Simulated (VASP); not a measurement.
# Al2Cu in VASP: further runs, part 3 of 3

VASP 6.6.1.

## (5) Single point, LDA

File INCAR:

```
SYSTEM = Al2Cu
PREC     = Accurate       ! precision mode
ENCUT    = 520            ! plane-wave cutoff, eV
EDIFF    = 1E-6           ! SCF threshold, eV
ISMEAR   = 0              ! smearing method
SIGMA    = 0.15           ! smearing width, eV
LREAL    = .False.        ! projectors in reciprocal space
LASPH    = .True.         ! aspherical terms in the spheres
NELM     = 60             ! most SCF steps
ALGO     = Fast           ! electronic algorithm
ISIF     = 2              ! what is computed and relaxed
LWAVE    = .False.        ! write WAVECAR
LCHARG   = .False.        ! write CHGCAR
GGA      = CA             ! functional
NBANDS   = 16             ! bands
```

File KPOINTS:

```
regular mesh
0
Gamma
  14 14 14
  0 0 0
```

File POSCAR:

```
Al2Cu
1.0
   -2.0514783609      2.0514783609      2.7027073770
    2.0514783609     -2.0514783609      2.7027073770
    2.0514783609      2.0514783609     -2.7027073770
Al Cu
2 1
Direct
    0.7500000000      0.2500000000      0.5000000000
    0.2500000000      0.7500000000      0.5000000000
    0.5000000000      0.5000000000      0.0000000000
```

Potentials or basis: VASP PAW LDA potentials, release 64 (Al, Cu).

Started as:

```console
$ cat potpaw_LDA.64/Al/POTCAR potpaw_LDA.64/Cu/POTCAR > POTCAR
$ mpirun -np 1 vasp_std > vasp.out
```

OUTCAR:

```text
SYSTEM = Al2Cu
   PREC = Accurate
   ENCUT = 520
   EDIFF = 1E-6
   ISMEAR = 0
   LREAL = .False.
   LASPH = .True.
   NELM = 60
   ISIF = 2
   GGA = CA

 ion  position               nearest neighbor table
   1  0.750  0.250  0.500-   3 2.46   3 2.46   3 2.46   3 2.46   2 2.70   2 2.70   2 2.90   2 2.90
                             2 2.90   2 2.90
   2  0.250  0.750  0.500-   3 2.46   3 2.46   3 2.46   3 2.46   1 2.70   1 2.70   1 2.90   1 2.90
                             1 2.90   1 2.90
   3  0.500  0.500  0.000-   2 2.46   1 2.46   1 2.46   2 2.46   1 2.46   2 2.46   2 2.46   1 2.46

  LATTYP: Found a body centered tetragonal cell.
 ALAT       =     4.1029567218
 C/A-ratio  =     1.3174437657

  Lattice vectors:

 A1 = (  -2.0514783609,   2.0514783609,   2.7027073770)
 A2 = (   2.0514783609,  -2.0514783609,   2.7027073770)
 A3 = (   2.0514783609,   2.0514783609,  -2.7027073770)

Analysis of symmetry for initial positions (statically):
=====================================================================
 Subroutine PRICEL returns:
 Original cell was already a primitive cell.

 Routine SETGRP: Setting up the symmetry group for a
 body centered tetragonal supercell.

 Subroutine GETGRP returns: Found 16 space group operations
 (whereof 16 operations were pure point group operations)
 out of a pool of 16 trial point group operations.

The static configuration has the point symmetry D_4h.

Analysis of symmetry for dynamics (positions and initial velocities):
=====================================================================
 Subroutine PRICEL returns:
 Original cell was already a primitive cell.

 Routine SETGRP: Setting up the symmetry group for a
 body centered tetragonal supercell.

 Subroutine GETGRP returns: Found 16 space group operations
 (whereof 16 operations were pure point group operations)
 out of a pool of 16 trial point group operations.

The dynamic configuration has the point symmetry D_4h.

 Subroutine INISYM returns: Found 16 space group operations
 (whereof 16 operations are pure point group operations),
 and found     1 'primitive' translations

----------------------------------------------------------------------------------------

                                     Primitive cell

  volume of cell :      45.4981

  direct lattice vectors                    reciprocal lattice vectors
    -2.051478361  2.051478361  2.702707377     0.000000000  0.243726675  0.184999680
     2.051478361 -2.051478361  2.702707377     0.243726675  0.000000000  0.184999680
     2.051478361  2.051478361 -2.702707377     0.243726675  0.243726675  0.000000000

  length of vectors
     3.965066720  3.965066720  3.965066720     0.305986231  0.305986231  0.344681569

  position of ions in fractional coordinates (direct lattice)
     0.750000000  0.250000000  0.500000000
     0.250000000  0.750000000  0.500000000
     0.500000000  0.500000000  0.000000000

  ion indices of the primitive-cell ions
   primitive index   ion index
                 1           1
                 2           2
                 3           3

[... 26 lines left out ...]
 Following reciprocal coordinates:
            Coordinates               Weight
  0.000000  0.000000  0.000000      1.000000
  0.071429  0.000000 -0.000000      8.000000
  0.142857  0.000000  0.000000      8.000000
  0.214286  0.000000 -0.000000      8.000000
  0.285714  0.000000 -0.000000      8.000000
  0.357143  0.000000 -0.000000      8.000000
[... 16 lines left out ...]
  0.214286  0.142857 -0.000000     16.000000
  0.285714  0.142857 -0.000000     16.000000
 [... further k-points ...]
   k-points           NKPTS =    244   k-points in BZ     NKDIM =    244   number of bands    NBANDS=     16
   number of dos      NEDOS =    301   number of ions     NIONS =      3
   total plane-waves  NPLWV =  27000
   dimension x,y,z NGX =    30 NGY =   30 NGZ =   30
   dimension x,y,z NGXF=    60 NGYF=   60 NGZF=   60
   ions per type =               2   1
   NGX,Y,Z   is equivalent  to a cutoff of  12.58, 12.58, 12.58 a.u.
   NGXF,Y,Z  is equivalent  to a cutoff of  25.16, 25.16, 25.16 a.u.
 SYSTEM =  Al2Cu
   PREC   = accura    normal or accurate (medium, high low for compatibility)
   ISTART =      0    job   : 0-new  1-cont  2-samecut
   ICHARG =      2    charge: 1-file 2-atom 10-const
   ISPIN  =      1    spin polarized calculation?
   LNONCOLLINEAR =      F non collinear calculations
   LSORBIT =      F    spin-orbit coupling
   LASPH  =      T    aspherical Exc in radial PAW
   ENCUT  =  520.0 eV  38.22 Ry    6.18 a.u.   7.37  7.37  7.37*2*pi/ulx,y,z
   NELM   =     60;   NELMIN=  2; NELMDL= -5     # of ELM steps
   EDIFF  = 0.1E-05   stopping-criterion for ELM
   LREAL  =      F    real-space projection
   EDIFFG = 0.1E-04   stopping-criterion for IOM
   NSW    =      0    number of steps for IOM
   IBRION =     -1    ionic relax: 0-MD 1-quasi-New 2-CG
   NFREE  =      0    steps in history (QN), initial steepest desc. (CG)
   ISIF   =      2    stress and relaxation
   ISYM   =      2    0-nonsym 1-usesym 2-fastsym
   POTIM  = 0.5000    time-step for ionic-motion
   TEBEG  =    0.0;   TEEND  =   0.0 temperature during run
   PSTRESS=    0.0 pullay stress
   NELECT =      17.0000    total number of electrons
   NUPDOWN=      -1.0000    fix difference up-down
   EMIN   =  10.00;   EMAX   =-10.00  energy-range for DOS
   EFERMI =   0.00;   METHOD = LEGACY
   ISMEAR =     0;   SIGMA  =   0.15  broadening in eV -4-tet -1-fermi 0-gaus
   EFERMI_NEDOS =   21; number of points for ismear=-14 and -15
   IALGO  =     68    algorithm
   IMIX   =      4    mixing-type and parameters
     AMIX     =   0.40;   BMIX     =  1.00
     AMIX_MAG =   1.60;   BMIX_MAG =  1.00
  volume/ion in A,a.u.               =      15.17       102.35
  Fermi-wavevector in a.u.,A,eV,Ry     =   1.179126  2.228225 18.916695  1.390338
  Thomas-Fermi vector in A             =   2.315442
   LORBIT       =      0    0 simple, 1 ext, 2 COOP (PROOUT), +10 PAW based schemes
   GGA     = CA    functional components
   LHFCALC =     F    Hartree Fock is set to
   AEXX    =    0.0000 exact exchange contribution
   IVDW    =     0    specifies the selected vdW correction
   LEPSILON=     F    determine dielectric tensor
   LRPA    =     F    only Hartree local field effects (RPA)
 non-spin polarized calculation
 RMM-DIIS sequential band-by-band and
 Gauss-broadening in eV      SIGMA  =   0.15
  energy-cutoff  :      520.00
  volume of cell :       45.50
 maximum number of plane-waves:      1242
 NGX is ok and might be reduce to    30
   NGX = 15   NGY = 15   NGZ = 15

 number of electron      17.0000011 magnetization

 Free energy of the ion-electron system (eV)
  ---------------------------------------------------
  ext. energy  EPLUGINS =         0.00000000
  ---------------------------------------------------
  free energy    TOTEN  =       -13.65048807 eV

  energy without entropy =      -13.64012961  energy(sigma->0) =      -13.64530884

 E-fermi :   7.3050     XC(G=0): -10.8658

 val. band max:        7.2937951548   @ k =   0.4286   0.0714   0.0714
 cond. band min:       7.3074151278   @ k =  -0.1429   0.2143   0.0714
 fundamental gap:      0.0136199730
 Fermi energy:         7.3049738520

 k-point     1 :       0.0000    0.0000    0.0000
  band No.  band energies     occupation
      1      -3.1803      2.00000
      2       2.4612      2.00000
      3       2.5360      2.00000
      4       2.5360      2.00000
      5       3.0329      2.00000
      6       3.1514      2.00000
[... 433 lines left out ...]
      3       2.5957      2.00000
      4       2.7078      2.00000
      5       3.0528      2.00000
      6       3.1780      2.00000
[... 8 lines left out ...]
     15      14.9048      0.00000
     16      18.1191      0.00000

 [... further k-points ...]

------------------------ aborting loop because EDIFF is reached ----------------------------------------

  FORCE on cell =-STRESS in cart. coord.  units (eV):
  Direction    XX          YY          ZZ          XY          YZ          ZX
  --------------------------------------------------------------------------------------
  -------------------------------------------------------------------------------------
  Total       -0.6012167     -0.6012167      1.9137810      0.0000000     -0.0000000      0.0000000
  in kB      -21.1713575    -21.1713575     67.3922434      0.0000000     -0.0000000      0.0000000
  external PRESSURE =       8.3498428 kB  Pullay stress =       0.0000000 kB

 VOLUME and BASIS-vectors are now :
 -----------------------------------------------------------------------------
  energy-cutoff  :      520.00
  volume of cell :       45.50
      direct lattice vectors                 reciprocal lattice vectors
    -2.051478361  2.051478361  2.702707377     0.000000000  0.243726675  0.184999680
     2.051478361 -2.051478361  2.702707377     0.243726675  0.000000000  0.184999680
     2.051478361  2.051478361 -2.702707377     0.243726675  0.243726675  0.000000000

 POSITION                                       TOTAL-FORCE (eV/Angst)
 -----------------------------------------------------------------------------------
      0.00000      2.05148      1.35135         0.000000     -0.000000     -0.000000
      2.05148      0.00000      1.35135        -0.000000      0.000000      0.000000
      0.00000      0.00000      2.70271         0.000000      0.000000      0.000000
 -----------------------------------------------------------------------------------
    total drift:                                0.000000     -0.000000      0.000000

  FREE ENERGIE OF THE ION-ELECTRON SYSTEM (eV)
  ---------------------------------------------------
  free  energy   TOTEN  =       -13.6504880663 eV

  energy  without entropy=      -13.6401296143  energy(sigma->0) =      -13.64530884
```

It took 2 min on 1 thread of Intel Xeon 6975P-C (Granite Rapids), shared host; peak memory 0.28 GiB.

What came out:

- Free energy: -13.6505 eV
- Pressure: 0.8 GPa
- Band gap on the k mesh: zero (an odd number of electrons rules out a gap without spin polarisation)

Caveat: the cell differs from its parent crystal (strain +e along x and -e along y +0.0000, strain +e along z and -e/2 along x and y -0.0467); the stress differs along the axes, from -2 to 7 GPa.

## (6) Single point, LDA

File INCAR:

```
SYSTEM = Al2Cu
PREC = Accurate ; ENCUT = 520
EDIFF = 1E-6 ; ISMEAR = 0
SIGMA = 0.15 ; LREAL = .False.
LASPH = .True. ; NELM = 80
ALGO = Fast ; ISIF = 2
LWAVE = .False. ; LCHARG = .False.
NBANDS = 16
```

File KPOINTS:

```
Automatic mesh
0
Gamma
  14 14 14
  0 0 0
```

File POSCAR:

```
Al2Cu
1.0
   -1.9578603031      1.9578603031      2.9675063584
    1.9578603031     -1.9578603031      2.9675063584
    1.9578603031      1.9578603031     -2.9675063584
Al Cu
2 1
Direct
    0.7500000000      0.2500000000      0.5000000000
    0.2500000000      0.7500000000      0.5000000000
    0.5000000000      0.5000000000      0.0000000000
```

Potentials or basis: VASP PAW LDA potentials, release 64 (Al, Cu).

Started as:

```console
$ cat potpaw_LDA.64/Al/POTCAR potpaw_LDA.64/Cu/POTCAR > POTCAR
$ mpirun -np 1 vasp_std > vasp.out
```

Wall time 1.9 min (1 thread of Intel Xeon 6975P-C (Granite Rapids), shared host); peak memory 0.28 GiB.

Results (log left out):

* Free energy: -13.6615 eV
* Pressure: 0.8 GPa
* Band gap on the k mesh: zero (an odd number of electrons rules out a gap without spin polarisation)

Stress tensor (GPa, compression positive):
```
 3.01  0.00  0.00
 0.00  3.01  0.00
 0.00  0.00 -3.74
```

Levels at points of the mesh, in eV from the Fermi level:
```csv
k point,band 7,band 8,band 9,band 10,band 11,band 12
"(0.00, 0.00, 0.00)",2.55,2.80,2.80,3.12,3.12,3.58
"(0.50, 0.00, 0.00)",-4.09,0.26,0.94,2.56,3.21,4.28
"(0.50, 0.50, 0.00)",-3.80,-2.43,-1.93,0.18,1.40,9.04
"(0.50, 0.50, 0.50)",-4.03,-1.72,-1.72,1.03,1.80,9.14
```

Caveat: the cell differs from its parent crystal (strain +e along x and -e along y +0.0000, strain +e along z and -e/2 along x and y +0.0467); the stress differs along the axes, from -4 to 3 GPa.

## (7) Single point, LDA

File INCAR:

```
  PREC = Accurate
  ENCUT = 520
  EDIFF = 1E-6
  ISMEAR = 0
  SIGMA = 0.15
  LREAL = False
  LASPH = True
  NELM = 100
  ALGO = Fast
  ISIF = 2
  LWAVE = False
  LCHARG = False
  NBANDS = 16
```

File KPOINTS:

```
regular mesh
0
Gamma
  14 14 14
```

File POSCAR:

```
Al2Cu
1.0
   -2.0481706565      2.0481706565      2.6366493870
    2.0481706565     -2.0481706565      2.6366493870
    2.1014948607      2.1014948607     -2.6366493870
Al Cu
2 1
Direct
    0.7500000000      0.2500000000      0.5000000000
    0.2500000000      0.7500000000      0.5000000000
    0.5000000000      0.5000000000      0.0000000000
```

Potentials or basis: VASP PAW LDA potentials, release 64 (Al, Cu).

Started as:

```console
$ cat potpaw_LDA.64/Al/POTCAR potpaw_LDA.64/Cu/POTCAR > POTCAR
$ mpirun -np 1 vasp_std > vasp.out
```

OUTCAR:

```text
PREC = Accurate
   ENCUT = 520
   EDIFF = 1E-6
   ISMEAR = 0
   LREAL = False
   LASPH = True
   NELM = 100
   ISIF = 2

 ion  position               nearest neighbor table
   1  0.750  0.250  0.500-   3 2.46   3 2.46   3 2.46   3 2.46   2 2.64   2 2.64   2 2.90   2 2.90
                             2 2.97   2 2.97
   2  0.250  0.750  0.500-   3 2.46   3 2.46   3 2.46   3 2.46   1 2.64   1 2.64   1 2.90   1 2.90
                             1 2.97   1 2.97
   3  0.500  0.500  0.000-   2 2.46   1 2.46   1 2.46   2 2.46   1 2.46   2 2.46   2 2.46   1 2.46

  LATTYP: Found a face centered orthorhombic cell.
 ALAT       =     5.2732987740
 B/A-ratio  =     1.0985725803
[... 655 lines left out ...]
  --------------------------------------------------------------------------------------
  -------------------------------------------------------------------------------------
  Total       -0.7840694     -0.7840694      3.1407548     -0.2440638      0.0000000      0.0000000
  in kB      -27.6731282    -27.6731282    110.8505303     -8.6140435      0.0000000      0.0000000
  external PRESSURE =      18.5014246 kB  Pullay stress =       0.0000000 kB

 VOLUME and BASIS-vectors are now :
 -----------------------------------------------------------------------------
  energy-cutoff  :      520.00
  volume of cell :       45.39
      direct lattice vectors                 reciprocal lattice vectors
    -2.048170656  2.048170656  2.636649387    -0.003097205  0.241023078  0.189634618
     2.048170656 -2.048170656  2.636649387     0.241023078 -0.003097205  0.189634618
     2.101494861  2.101494861 -2.636649387     0.237925873  0.237925873  0.000000000

 POSITION                                       TOTAL-FORCE (eV/Angst)
 -----------------------------------------------------------------------------------
      0.02666      2.07483      1.31832        -0.000000      0.000000     -0.000000
      2.07483      0.02666      1.31832         0.000000     -0.000000      0.000000
      0.00000      0.00000      2.63665         0.000000     -0.000000      0.000000
 -----------------------------------------------------------------------------------
    total drift:                                0.000000     -0.000000      0.000000

  FREE ENERGIE OF THE ION-ELECTRON SYSTEM (eV)
  ---------------------------------------------------
  free  energy   TOTEN  =       -13.5688682775 eV

  energy  without entropy=      -13.5578244294  energy(sigma->0) =      -13.56334635
```

OSZICAR:

```text
N       E                     dE             d eps       ncg     rms          rms(c)
DAV:   1     0.621925935373E+02    0.62193E+02   -0.68853E+03 13720   0.116E+03
DAV:   2    -0.133147380743E+02   -0.75507E+02   -0.66916E+02 14560   0.205E+02
DAV:   3    -0.159846291404E+02   -0.26699E+01   -0.26171E+01 18784   0.438E+01
DAV:   4    -0.160380101037E+02   -0.53381E-01   -0.53358E-01 16048   0.525E+00
DAV:   5    -0.160403843296E+02   -0.23742E-02   -0.23742E-02 21488   0.128E+00    0.152E+01
RMM:   6    -0.180026655482E+02   -0.19623E+01   -0.37815E+01 17240   0.963E+01    0.128E+01
RMM:   7    -0.136438985543E+02    0.43588E+01   -0.10936E+01 15751   0.542E+01    0.148E+00
RMM:   8    -0.135790227179E+02    0.64876E-01   -0.68187E-01 14943   0.134E+01    0.902E-01
RMM:   9    -0.135677678476E+02    0.11255E-01   -0.77852E-02 17638   0.182E+00    0.204E-01
RMM:  10    -0.135696291456E+02   -0.18613E-02   -0.17156E-02 17875   0.177E+00    0.256E-01
RMM:  11    -0.135708898030E+02   -0.12607E-02   -0.12723E-02 17049   0.174E+00    0.364E-01
RMM:  12    -0.135687449293E+02    0.21449E-02   -0.45090E-03 17193   0.108E+00    0.239E-02
RMM:  13    -0.135688567185E+02   -0.11179E-03   -0.10516E-03 20175   0.235E-01    0.330E-02
RMM:  14    -0.135688652166E+02   -0.84981E-05   -0.15299E-04 20288   0.117E-01    0.570E-02
RMM:  15    -0.135688703672E+02   -0.51506E-05   -0.45213E-05 18221   0.579E-02    0.335E-02
RMM:  16    -0.135688683093E+02    0.20578E-05   -0.69317E-06 16850   0.357E-02    0.320E-02
RMM:  17    -0.135688682775E+02    0.31825E-07   -0.46004E-06 14029   0.176E-02
   1 F= -.13568868E+02 E0= -.13563346E+02  d E =-.110438E-01
```

stdout:

```text
POSCAR found type information on POSCAR AlCu
 POSCAR found :  2 types and       3 ions
 scaLAPACK will be used
 LDA part: xc-table for (Slater(with rela. corr.)+CA(PZ))
 , standard interpolation
 POSCAR, INCAR and KPOINTS ok, starting setup
 FFT: planning ... GRIDC
 FFT: planning ... GRID_SOFT
 FFT: planning ... GRID
 WAVECAR not read
 entering main loop
```

Wall time 3.8 min (1 thread of Intel Xeon 6975P-C (Granite Rapids), shared host); peak memory 0.39 GiB.

Results:

- Free energy: -13.5689 eV
- Pressure: 1.9 GPa
- Band gap on the k mesh: zero (an odd number of electrons rules out a gap without spin polarisation)

Caveat: the cell differs from its parent crystal (strain +e along x and -e along y -0.0133, strain +e along z and -e/2 along x and y -0.0700); the stress differs along the axes, from -3 to 11 GPa.

## (8) Summary

| cell | further INCAR settings | gap on the mesh (eV) | pressure (GPa) |
| --- | --- | --- | --- |
| a = 3.945 Å, angles 116.5, 116.5, 96.1°, 3 atoms | ALGO = Fast; EDIFF = 1e-06; NBANDS = 16 | none | 1.8 |
| a = 4.085 Å, angles 123.5, 123.5, 84.1°, 3 atoms | ALGO = Fast; EDIFF = 1e-07; NBANDS = 16 | none | 1.5 |
| a = 3.987 Å, angles 118.8, 118.8, 92.0°, 3 atoms | ALGO = Fast; EDIFF = 1e-06; NBANDS = 16 | none | 0.5 |
| a = 3.965 Å, angles 117.7, 117.7, 94.1°, 3 atoms | ALGO = Fast; EDIFF = 1e-06; NBANDS = 16 | none | 0.8 |
| a = 4.059 Å, angles 122.3, 122.3, 86.0°, 3 atoms | ALGO = Fast; EDIFF = 1e-06; NBANDS = 16 | none | 0.8 |
| a = 3.917, b = 3.917, c = 3.973 Å, angles 116.5, 116.5, 95.4°, 3 atoms | ALGO = Fast; EDIFF = 1e-06; NBANDS = 16 | none | 1.9 |

Alike in all rows: task single point; level LDA; potentials or basis VASP PAW LDA potentials, release 64 (Al, Cu); no spin polarisation; k mesh 14 × 14 × 14; cutoff (eV) 520; smearing gaussian 0.15 eV.

Caveats: the stress differs along the axes, from -3 to 11 GPa (at least some runs); the stress differs along the axes, from -5 to 5 GPa (at least some runs); the stress differs along the axes, from -2 to 7 GPa (at least some runs); the stress differs along the axes, from -4 to 3 GPa (at least some runs).

Absolute energies hang on the potentials; compare differences alone.

The gap in the log of VASP goes by the Fermi energy; the results here count the filled bands.